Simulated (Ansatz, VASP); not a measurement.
# One calculation of BN, two programs

The input INCAR:

```
SYSTEM = BN
  ALGO = Normal
  EDIFF = 1E-6
  ENCUT = 600
  GGA = PS
  GGA_COMPAT = .False.
  ISIF = 2
  ISMEAR = 0
  LASPH = .True.
  LCHARG = .True.
  LELF = .True.
  LREAL = .False.
  LVHAR = .True.
  LWAVE = .False.
  NBANDS = 11
  NELM = 120
  PREC = Accurate
  SIGMA = 0.1
```

File KPOINTS:

```
k-points
0
Gamma
  8 8 8
  0 0 0
```

POSCAR

```
BN
1.0
    0.0000000000      1.8050000000      1.8050000000
    1.8050000000      0.0000000000      1.8050000000
    1.8050000000      1.8050000000      0.0000000000
B N
1 1
Direct
    0.0000000000      0.0000000000      0.0000000000
    0.2500000000      0.2500000000      0.2500000000
```

Input for Ansatz:

```yaml
crystal:
  lattice:
    - [0.0, 1.805, 1.805]
    - [1.805, 0.0, 1.805]
    - [1.805, 1.805, 0.0]
  atoms:
    - { symbol: B, position: [0.0, 0.0, 0.0] }
    - { symbol: "N", position: [0.25, 0.25, 0.25] }
basis:
  ecutwfc: 420
kpoints:
  mp_grid: { grid: [8, 8, 8] }
hamiltonian:
  xc: pbesol
  pseudopotentials: { kind: paw, azcp: { folder: soft_1 } }
scf:
  occupations: { method: gaussian, width: 0.1 }
output:
  forces: true
  stress: true
  eigenvalues: true
```

Alike in both runs: task single point; functional PBEsol; k mesh 8 × 8 × 8; occupations gaussian, width 0.1 eV; no spin polarisation.

```csv
,VASP,Ansatz
version,VASP 6.6.1,Ansatz 0.2.0
potentials or method,"VASP PAW PBE potentials, release 64 (B, N), cutoff 600 eV","scalar-relativistic, plane waves, PAW"
valence electrons in the cell,8,8
```

|  | VASP | Ansatz | Ansatz less VASP |
| --- | --- | --- | --- |
| gap on the k mesh at the Fermi level (eV) | 4.28 | 4.29 | +0.008 |
| least direct gap on the mesh (eV) | 8.78 | 8.78 | +0.004 |
| pressure (GPa) | -1.1 | -1.6 | -0.51 |

VASP's potentials were made for PBE, not for PBEsol, and Ansatz warns of the same on its side. The functional is the same, so the differences come from potentials, cutoffs and numerics.
